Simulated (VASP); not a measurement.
A run of VASP 6.6.1:

File INCAR:

```
SYSTEM = InSe
ALGO     = Normal         ! electronic algorithm
EDIFF    = 1E-6           ! SCF threshold, eV
ENCUT    = 520            ! plane-wave cutoff, eV
GGA      = PS             ! functional
ISIF     = 2              ! what is computed and relaxed
ISMEAR   = 0              ! smearing method
LASPH    = .True.         ! aspherical terms in the spheres
LCHARG   = .False.        ! write CHGCAR
LREAL    = .False.        ! projectors in reciprocal space
LWAVE    = .False.        ! write WAVECAR
NBANDS   = 27             ! bands
NELM     = 100            ! most SCF steps
PREC     = Accurate       ! precision mode
SIGMA    = 0.05           ! smearing width, eV
```

The input KPOINTS:

```
k-points
0
Gamma
  8 8 6
  0 0 0
```

File POSCAR:

```
InSe
1.0
    5.8563087998     -2.3864673077     -0.1261597118
    5.6174452193      1.7039845274     -0.2426270927
   -1.6975795031     -0.0277711783      4.3361138955
In Se
2 2
Direct
    0.8198070361      0.9315617607      0.0309245608
    0.1228637828      0.0912866191      0.9244670771
    0.7019990265      0.6138939671      0.6588285511
    0.3553301545      0.3632576531      0.3857798109
```

Potentials or basis: VASP PAW PBE potentials, release 64 (In_d, Se).

Run with:

```bash
$ cat potpaw_PBE.64/In_d/POTCAR potpaw_PBE.64/Se/POTCAR > POTCAR
$ mpirun -np 1 vasp_std > vasp.out
```

Hardware: 1 thread of AMD EPYC 9R45 96-Core Processor (Zen 5), on a shared host.

Task: How long does it take, and how much memory?

Result: It took 5.6 min on 1 thread of AMD EPYC 9R45 96-Core Processor (Zen 5) (shared host), peak memory 0.57 GiB. Counts: scf iterations 13, k points 196.
